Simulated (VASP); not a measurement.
Write the native input for VASP 6.6.1 that does the following.

| Item | Value |
| --- | --- |
| Task | relaxation of cell and atoms |
| Functional | PBE |
| Potentials or basis | VASP PAW PBE potentials, release 64 (Si, C) |
| Cutoff | 600 eV |
| k mesh | 6 × 6 × 1 |
| Occupations | gaussian, width 0.1 eV |
| Spin | no spin polarisation |
| Dipole correction | no |
| Further INCAR settings | ALGO = Normal; EDIFF = 1e-06; IBRION = 2; EDIFFG = -0.04; NSW = 90; ISIF = 3 |

The structure of SiC lies in POSCAR:

```
SiC
1.0
    1.5389000200     -2.6675000200      0.0000000000
    1.5389000200      2.6675000200      0.0000000000
    0.0000000000      0.0000000000     15.1218996000
Si C
6 6
Direct
    0.6672999900      0.3327000100      0.6419999900
    0.3327000100      0.6672999900      0.1419999900
    0.0007000000      0.9993000000      0.9759000000
    0.9993000000      0.0007000000      0.4759000000
    0.3356999900      0.6643000100      0.8087600000
    0.6643000100      0.3356999900      0.3087600000
    0.9959999900      0.0040000100      0.8497000000
    0.0040000100      0.9959999900      0.3497000000
    0.6600000100      0.3399999900      0.5183000000
    0.3399999900      0.6600000100      0.0183000000
    0.3290000000      0.6710000000      0.6832000000
    0.6710000000      0.3290000000      0.1832000000
```

The input as run:

INCAR

```
SYSTEM = SiC
ALGO     = Normal         ! electronic algorithm
EDIFF    = 1E-6           ! SCF threshold, eV
EDIFFG   = -0.04          ! ionic threshold
ENCUT    = 600            ! plane-wave cutoff, eV
GGA      = PE             ! functional
IBRION   = 2              ! ionic algorithm
ISIF     = 3              ! what is computed and relaxed
ISMEAR   = 0              ! smearing method
LASPH    = .TRUE.         ! aspherical terms in the spheres
LCHARG   = .FALSE.        ! write CHGCAR
LREAL    = .FALSE.        ! projectors in reciprocal space
LWAVE    = .FALSE.        ! write WAVECAR
NELM     = 60             ! most SCF steps
NSW      = 90             ! ionic steps
PREC     = Accurate       ! precision mode
SIGMA    = 0.1            ! smearing width, eV
```

KPOINTS

```
k-points
0
G
  6 6 1
  0 0 0
```

Potentials or basis: VASP PAW PBE potentials, release 64 (Si, C).

Run with:

```bash
$ cat potpaw_PBE.64/Si/POTCAR potpaw_PBE.64/C/POTCAR > POTCAR
$ mpirun -np 1 vasp_std > vasp.out
```

Results of the run:

| Item | Value |
| --- | --- |
| Relaxed volume | 10.49 Å³/atom |
| Relaxed cell | a = 3.095 Å, b = 3.095 Å, c = 15.177 Å, α = 90.00°, β = 90.00°, γ = 120.03° |
| Space group after relaxing (to 0.1 Å) | P6_3mc (No. 186) |
| Energy gained by relaxing | 6.9 meV/atom |
| Ionic steps | 7 |
| Pressure after relaxing | 0.0 GPa |
| Largest force after relaxing | 0.034 eV/Å |
| Band gap on the k mesh | 2.01 eV (least direct gap 3.11 eV) |

Wall time 8.6 min on 1 thread of Intel Xeon 8259CL, with other jobs on the host, peak memory 0.32 GiB.
